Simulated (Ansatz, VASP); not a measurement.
## Two plane-wave programs on MgO

```
Mg O
1.0
     0.00000    0.00000    4.06997
    -6.00400    0.00000    0.00000
     3.00200   -7.04899   -2.03498
Mg O
8 8
Direct
  0.07078 0.40450 0.14155
  0.92922 0.59550 0.85845
  0.42922 0.26295 0.85845
  0.57078 0.73705 0.14155
  0.69008 0.35379 0.38015
  0.30992 0.64621 0.61985
  0.80992 0.97363 0.61985
  0.19008 0.02637 0.38015
  0.19016 0.35466 0.38032
  0.80984 0.64534 0.61968
  0.30984 0.97434 0.61968
  0.69016 0.02566 0.38032
  0.57077 0.40069 0.14153
  0.42923 0.59931 0.85847
  0.92923 0.25916 0.85847
  0.07077 0.74084 0.14153
```

Alike in both runs: task single point; functional PBE; k mesh 6 × 6 × 6; occupations gaussian, width 0.05 eV; no spin polarisation.

|  | VASP | Ansatz |
| --- | --- | --- |
| version | VASP 6.6.1 | Ansatz 0.2.0 |
| potentials or method | VASP PAW PBE potentials, release 64 (Mg, O), cutoff 520 eV | scalar-relativistic, plane waves, PAW |
| valence electrons in the cell | 64 | 128 |

|  | VASP | Ansatz | Ansatz less VASP |
| --- | --- | --- | --- |
| gap on the k mesh at the Fermi level (eV) | 3.42 | 3.44 | +0.017 |
| pressure (GPa) | 13.5 | 13.9 | +0.40 |
| traceless stress, the component that is largest in VASP (GPa) | -1.55 | -1.63 | -0.076 |
| rms of the force components (eV/Å) | 0.079 | 0.079 | +0.0007 |

Atom by atom the forces differ by 0.003 eV/Å (rms over components). With one functional, cell and mesh, what is left measures potentials, basis and numerics. VASP's potentials hold 64 valence electrons a cell and Ansatz's 128, so a difference there can come from the potentials and not from the codes.
